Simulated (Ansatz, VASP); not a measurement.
Al in VASP and in Ansatz

```
Al
1.0
     2.85749    0.00000    0.00000
     0.00000    4.04109    0.00000
     0.00000    0.00000   20.28620
Al
4
Cartesian
  0.7144 1.0103 8.0000
  2.1431 3.0308 9.4287
  0.7144 1.0103 10.8575
  2.1431 3.0308 12.2862
```

Alike in both runs: task single point; functional PBE; k mesh 13 × 9 × 1; occupations fermi-dirac, width 0.08 eV; no spin polarisation.

```csv
,VASP,Ansatz
version,VASP 6.6.1,Ansatz 0.2.0
potentials or method,"VASP PAW PBE potentials, release 64 (Al)","PAW with Ansatz's default frozen-core files, scalar-relativistic"
plane-wave cutoff (eV),520,420
valence electrons in the cell,12,12
```

|  | VASP | Ansatz | Ansatz less VASP |
| --- | --- | --- | --- |
| rms of the force components (eV/Å) | 0.103 | 0.103 | -0.0006 |

Atom by atom the forces differ by 0.001 eV/Å (rms over components). The functional is the same, so the differences come from potentials, cutoffs and numerics.
